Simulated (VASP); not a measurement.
# Pd (Fd-3m) in VASP: notebook

Pd is run at these levels: revPBE; tasks: single point.

All numbers are computed with VASP 6.6.1; they aren't measurements. Logs are shortened: lines on timing, memory, paths and dates and some standing lists are left out, and cuts for length are marked.

### 1 The cell of the first run

It takes space group Fd-3m (No. 227, cubic). Conventional cell: a = 5.625 Å, b = 5.625 Å, c = 5.625 Å, α = 90.00°, β = 90.00°, γ = 90.00°. Within 3.2 Å of Pd (site symmetry -43m) lie 4 Pd at 2.44 Å.

This isn't the form of Pd at room conditions, which is fcc.

### 2 Single point, revPBE, collinear spin (22.24 Å³/atom)

The input, INCAR:

```
  PREC = Accurate
  ENCUT = 520
  EDIFF = 1E-6
  ISMEAR = -1
  SIGMA = 0.05
  LREAL = F
  LASPH = T
  NELM = 150
  ALGO = Normal
  ISIF = 2
  LWAVE = F
  LCHARG = T
  ISPIN = 2
  MAGMOM = -0.45 -0.45
  LORBIT = 11
  LMAXMIX = 4
  GGA = RE
  LELF = T
  LVHAR = T
  NBANDS = 21
```

The input, KPOINTS:

```
Automatic mesh
0
Gamma
  11 11 11
```

The input, POSCAR:

```
Pd
1.0
    0.0000000000      2.8123246691      2.8123246691
    2.8123246691      0.0000000000      2.8123246691
    2.8123246691      2.8123246691      0.0000000000
Pd
2
Direct
    0.1250000000      0.1250000000      0.1250000000
    0.8750000000      0.8750000000      0.8750000000
```

Potentials or basis: VASP PAW PBE potentials, release 64 (Pd).

Launch:

```console
> cat potpaw_PBE.64/Pd/POTCAR > POTCAR
> mpirun -np 1 vasp_std > vasp.out
```

OUTCAR:

```text
PREC = Accurate
   ENCUT = 520
   EDIFF = 1E-6
   ISMEAR = -1
   LREAL = F
   LASPH = T
   NELM = 150
   ISIF = 2
   ISPIN = 2
   LORBIT = 11
   GGA = RE

 ion  position               nearest neighbor table
   1  0.125  0.125  0.125-   2 2.44   2 2.44   2 2.44   2 2.44
   2  0.875  0.875  0.875-   1 2.44   1 2.44   1 2.44   1 2.44

  LATTYP: Found a face centered cubic cell.
 ALAT       =     5.6246493382

  Lattice vectors:

 A1 = (   0.0000000000,   2.8123246691,   2.8123246691)
 A2 = (   2.8123246691,   0.0000000000,   2.8123246691)
 A3 = (   2.8123246691,   2.8123246691,   0.0000000000)

Analysis of symmetry for initial positions (statically):
=====================================================================
 Subroutine PRICEL returns:
 Original cell was already a primitive cell.

 Routine SETGRP: Setting up the symmetry group for a
 face centered cubic supercell.

 Subroutine GETGRP returns: Found 48 space group operations
 (whereof 12 operations were pure point group operations)
 out of a pool of 48 trial point group operations.

The static configuration has the point symmetry D_3d.
 The point group associated with its full space group is O_h .

Analysis of symmetry for dynamics (positions and initial velocities):
=====================================================================
 Subroutine PRICEL returns:
 Original cell was already a primitive cell.

 Routine SETGRP: Setting up the symmetry group for a
 face centered cubic supercell.

 Subroutine GETGRP returns: Found 48 space group operations
 (whereof 12 operations were pure point group operations)
 out of a pool of 48 trial point group operations.

The dynamic configuration has the point symmetry D_3d.
 The point group associated with its full space group is O_h .

Analysis of structural, dynamic, and magnetic symmetry:
=====================================================================
 Subroutine PRICEL returns:
 Original cell was already a primitive cell.

 Routine SETGRP: Setting up the symmetry group for a
 face centered cubic supercell.

 Subroutine GETGRP returns: Found 48 space group operations
 (whereof 12 operations were pure point group operations)
 out of a pool of 48 trial point group operations.

The overall configuration has the point symmetry D_3d.
 The point group associated with its full space group is O_h .

 Subroutine INISYM returns: Found 48 space group operations
 (whereof 12 operations are pure point group operations),
 and found     1 'primitive' translations

----------------------------------------------------------------------------------------

                                     Primitive cell

  volume of cell :      44.4863

  direct lattice vectors                    reciprocal lattice vectors
     0.000000000  2.812324669  2.812324669    -0.177788861  0.177788861  0.177788861
     2.812324669  0.000000000  2.812324669     0.177788861 -0.177788861  0.177788861
     2.812324669  2.812324669  0.000000000     0.177788861  0.177788861 -0.177788861

  length of vectors
     3.977227689  3.977227689  3.977227689     0.307939340  0.307939340  0.307939340

  position of ions in fractional coordinates (direct lattice)
     0.125000000  0.125000000  0.125000000
     0.875000000  0.875000000  0.875000000

  ion indices of the primitive-cell ions
   primitive index   ion index
                 1           1
                 2           2

----------------------------------------------------------------------------------------

 KPOINTS: Automatic mesh

Automatic generation of k-mesh.
 Grid dimensions read from file:
 generate k-points for:   11   11   11

 Generating k-lattice:

  Cartesian coordinates                     Fractional coordinates (reciprocal lattice)
    -0.016162624  0.016162624  0.016162624     0.090909091  0.000000000  0.000000000
     0.016162624 -0.016162624  0.016162624     0.000000000  0.090909091  0.000000000
     0.016162624  0.016162624 -0.016162624     0.000000000  0.000000000  0.090909091

  Length of vectors
     0.027994485  0.027994485  0.027994485

  Shift w.r.t. Gamma in fractional coordinates (k-lattice)
     0.000000000  0.000000000  0.000000000

 Subroutine IBZKPT returns following result:
 ===========================================

 Found     56 irreducible k-points:

 Following reciprocal coordinates:
            Coordinates               Weight
  0.000000  0.000000  0.000000      1.000000
  0.090909  0.000000  0.000000      8.000000
  0.181818  0.000000  0.000000      8.000000
  0.272727  0.000000  0.000000      8.000000
  0.363636  0.000000  0.000000      8.000000
  0.454545  0.000000  0.000000      8.000000
[... 16 lines left out ...]
 -0.272727  0.181818  0.000000     24.000000
 -0.181818  0.181818  0.000000     12.000000
 [... further k-points ...]
   k-points           NKPTS =     56   k-points in BZ     NKDIM =     56   number of bands    NBANDS=     21
   number of dos      NEDOS =    301   number of ions     NIONS =      2
   total plane-waves  NPLWV =  27000
   dimension x,y,z NGX =    30 NGY =   30 NGZ =   30
   dimension x,y,z NGXF=    60 NGYF=   60 NGZF=   60
   ions per type =               2
   NGX,Y,Z   is equivalent  to a cutoff of  12.54, 12.54, 12.54 a.u.
   NGXF,Y,Z  is equivalent  to a cutoff of  25.08, 25.08, 25.08 a.u.
 SYSTEM =  unknown system
   PREC   = accura    normal or accurate (medium, high low for compatibility)
   ISTART =      0    job   : 0-new  1-cont  2-samecut
   ICHARG =      2    charge: 1-file 2-atom 10-const
   ISPIN  =      2    spin polarized calculation?
   LNONCOLLINEAR =      F non collinear calculations
   LSORBIT =      F    spin-orbit coupling
   LASPH  =      T    aspherical Exc in radial PAW
   ENCUT  =  520.0 eV  38.22 Ry    6.18 a.u.   7.40  7.40  7.40*2*pi/ulx,y,z
   NELM   =    150;   NELMIN=  2; NELMDL= -5     # of ELM steps
   EDIFF  = 0.1E-05   stopping-criterion for ELM
   LREAL  =      F    real-space projection
   EDIFFG = 0.1E-04   stopping-criterion for IOM
   NSW    =      0    number of steps for IOM
   IBRION =     -1    ionic relax: 0-MD 1-quasi-New 2-CG
   NFREE  =      0    steps in history (QN), initial steepest desc. (CG)
   ISIF   =      2    stress and relaxation
   ISYM   =      2    0-nonsym 1-usesym 2-fastsym
   POTIM  = 0.5000    time-step for ionic-motion
   TEBEG  =    0.0;   TEEND  =   0.0 temperature during run
   PSTRESS=    0.0 pullay stress
   NELECT =      20.0000    total number of electrons
   NUPDOWN=      -1.0000    fix difference up-down
   EMIN   =  10.00;   EMAX   =-10.00  energy-range for DOS
   EFERMI =   0.00;   METHOD = LEGACY
   ISMEAR =    -1;   SIGMA  =   0.05  broadening in eV -4-tet -1-fermi 0-gaus
   EFERMI_NEDOS =   21; number of points for ismear=-14 and -15
   IALGO  =     38    algorithm
   IMIX   =      4    mixing-type and parameters
     AMIX     =   0.40;   BMIX     =  1.00
     AMIX_MAG =   1.60;   BMIX_MAG =  1.00
  volume/ion in A,a.u.               =      22.24       150.10
  Fermi-wavevector in a.u.,A,eV,Ry     =   1.254130  2.369963 21.399830  1.572843
  Thomas-Fermi vector in A             =   2.387950
   LORBIT       =     11    0 simple, 1 ext, 2 COOP (PROOUT), +10 PAW based schemes
   GGA     = RE    functional components
   LHFCALC =     F    Hartree Fock is set to
   AEXX    =    0.0000 exact exchange contribution
   IVDW    =     0    specifies the selected vdW correction
   LEPSILON=     F    determine dielectric tensor
   LRPA    =     F    only Hartree local field effects (RPA)
 spin polarized calculation
  energy-cutoff  :      520.00
  volume of cell :       44.49
 maximum number of plane-waves:      1243
 NGX is ok and might be reduce to    30
   NGX = 15   NGY = 15   NGZ = 15

 number of electron      20.0000005 magnetization      -0.9971206

 Free energy of the ion-electron system (eV)
  ---------------------------------------------------
  ext. energy  EPLUGINS =         0.00000000
  ---------------------------------------------------
  free energy    TOTEN  =        -7.25943635 eV

  energy without entropy =       -7.22610441  energy(sigma->0) =       -7.24277038

 E-fermi :   5.0713     XC(G=0): -10.3249

 val. band max:        5.0515175720   @ k =  -0.4545   0.2727   0.0000
 cond. band min:       5.0755569789   @ k =   0.3636   0.2727   0.0000
 fundamental gap:      0.0240394069
 Fermi energy:         5.0712981964

 spin component 1

 k-point     1 :       0.0000    0.0000    0.0000
  band No.  band energies     occupation
      1       0.1237      1.00000
      2       1.3905      1.00000
      3       1.3905      1.00000
      4       1.5892      1.00000
      5       1.5892      1.00000
      6       1.5892      1.00000
[... 13 lines left out ...]
     20      19.6700      0.00000
     21      19.6700      0.00000
[... 529 lines left out ...]
 k-point    24 :      -0.1818    0.1818    0.0000
  band No.  band energies     occupation
      1       1.0437      1.00000
      2       1.1249      1.00000
      3       1.5066      1.00000
      4       1.6258      1.00000
      5       1.8178      1.00000
      6       2.2697      1.00000
[... 13 lines left out ...]
     20      21.9815      0.00000
     21      24.4743      0.00000

 [... further k-points ...]

 spin component 2

 k-point     1 :       0.0000    0.0000    0.0000
  band No.  band energies     occupation
      1       0.0693      1.00000
      2       1.0970      1.00000
      3       1.0970      1.00000
      4       1.2676      1.00000
      5       1.2676      1.00000
      6       1.2676      1.00000
[... 13 lines left out ...]
     20      19.6053      0.00000
     21      19.6053      0.00000
[... 529 lines left out ...]
 k-point    24 :      -0.1818    0.1818    0.0000
  band No.  band energies     occupation
      1       0.7385      1.00000
      2       0.9062      1.00000
      3       1.2067      1.00000
      4       1.4295      1.00000
      5       1.4991      1.00000
      6       1.9535      1.00000
[... 13 lines left out ...]
     20      21.8944      0.00000
     21      24.3948      0.00000

 [... further k-points ...]

------------------------ aborting loop because EDIFF is reached ----------------------------------------

  FORCE on cell =-STRESS in cart. coord.  units (eV):
  Direction    XX          YY          ZZ          XY          YZ          ZX
  --------------------------------------------------------------------------------------
  -------------------------------------------------------------------------------------
  Total        2.7792402      2.7792402      2.7792402      0.0000000      0.0000000     -0.0000000
  in kB      100.0945181    100.0945181    100.0945181      0.0000000      0.0000000     -0.0000000
  external PRESSURE =     100.0945181 kB  Pullay stress =       0.0000000 kB

 VOLUME and BASIS-vectors are now :
 -----------------------------------------------------------------------------
  energy-cutoff  :      520.00
  volume of cell :       44.49
      direct lattice vectors                 reciprocal lattice vectors
     0.000000000  2.812324669  2.812324669    -0.177788861  0.177788861  0.177788861
     2.812324669  0.000000000  2.812324669     0.177788861 -0.177788861  0.177788861
     2.812324669  2.812324669  0.000000000     0.177788861  0.177788861 -0.177788861

 POSITION                                       TOTAL-FORCE (eV/Angst)
 -----------------------------------------------------------------------------------
      0.70308      0.70308      0.70308        -0.000000      0.000000      0.000000
      4.92157      4.92157      4.92157         0.000000     -0.000000     -0.000000
 -----------------------------------------------------------------------------------
    total drift:                               -0.000000      0.000000      0.000000

  FREE ENERGIE OF THE ION-ELECTRON SYSTEM (eV)
  ---------------------------------------------------
  free  energy   TOTEN  =        -7.2594363462 eV

  energy  without entropy=       -7.2261044139  energy(sigma->0) =       -7.24277038

 total charge

# of ion       s       p       d       tot
------------------------------------------
    1        0.539   0.357   8.542   9.438
    2        0.539   0.357   8.542   9.438
--------------------------------------------------
tot          1.077   0.714  17.084  18.876

 magnetization (x)

# of ion       s       p       d       tot
------------------------------------------
    1        0.006   0.000  -0.489  -0.484
    2        0.006   0.000  -0.489  -0.484
--------------------------------------------------
tot          0.011   0.000  -0.978  -0.967
```

Run time: 3.7 min. Hardware: 1 thread of AMD EPYC, shared host; peak memory 0.2 GiB.

What came out:

```yaml
Free_energy: -7.2594 eV
Pressure: 10.0 GPa
Net_moment: -1.00 μB per cell
Site_moments: Pd -0.48 μB
Valence_electrons_inside_the_program's_atomic_spheres: Pd 9.44
```

Levels at points of the mesh, in eV from the Fermi level:
Spin up:
```tsv
k point	band 7	band 8	band 9	band 10	band 11	band 12	band 13	band 14
(0.00, 0.00, 0.00)	-1.36	-1.36	-1.36	-0.03	-0.03	12.34	12.34	12.34
```
Spin down:
```csv
k point,band 7,band 8,band 9,band 10,band 11,band 12,band 13,band 14,band 15,band 16
"(0.00, 0.00, 0.00)",-1.73,-1.73,-1.73,-0.40,-0.40,12.25,12.25,12.25,12.61,12.66
```

Caveat: the cell stands under pressure; the PAW data sets were made with another functional, which shifts forces and pressure a little.

[end of part 1 of 2]
